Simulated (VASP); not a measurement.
C: single point with PBE

Slab: C, a slab with vacuum.

```
C
1.0
     2.45617    0.00000    0.00000
    -1.22809    2.12711    0.00000
     0.00000    0.00000   13.00000
C
2
Cartesian
  0.0000 1.4181 6.5000
  1.2281 0.7090 6.5000
```

```
Program             : VASP 6.6.1
Task                : single point
Functional          : PBE
Potentials or basis : VASP PAW PBE potentials, release 64 (C)
Cutoff              : 520 eV
k mesh              : 30 × 30 × 1
Occupations         : gaussian, width 0.05 eV
Spin                : no spin polarisation
```

* Band gap on the k mesh: zero (filled and empty bands touch)

Levels at points of the mesh, in eV from the Fermi level:
| k point | band 1 | band 2 | band 3 | band 4 | band 5 | band 6 | band 7 | band 8 |
| --- | --- | --- | --- | --- | --- | --- | --- | --- |
| (0.00, 0.00, 0.00) | -19.62 | -7.70 | -3.04 | -3.04 | 3.19 | 4.22 | 4.96 | 7.55 |
| (0.50, 0.00, 0.00) | -14.32 | -13.32 | -6.46 | -2.38 | 1.68 | 7.48 | 11.12 | 11.27 |

Run time: 30 s on 1 thread of Intel(R) Xeon(R) 6975P-C (Granite Rapids), on a shared host, peak memory 0.19 GiB.
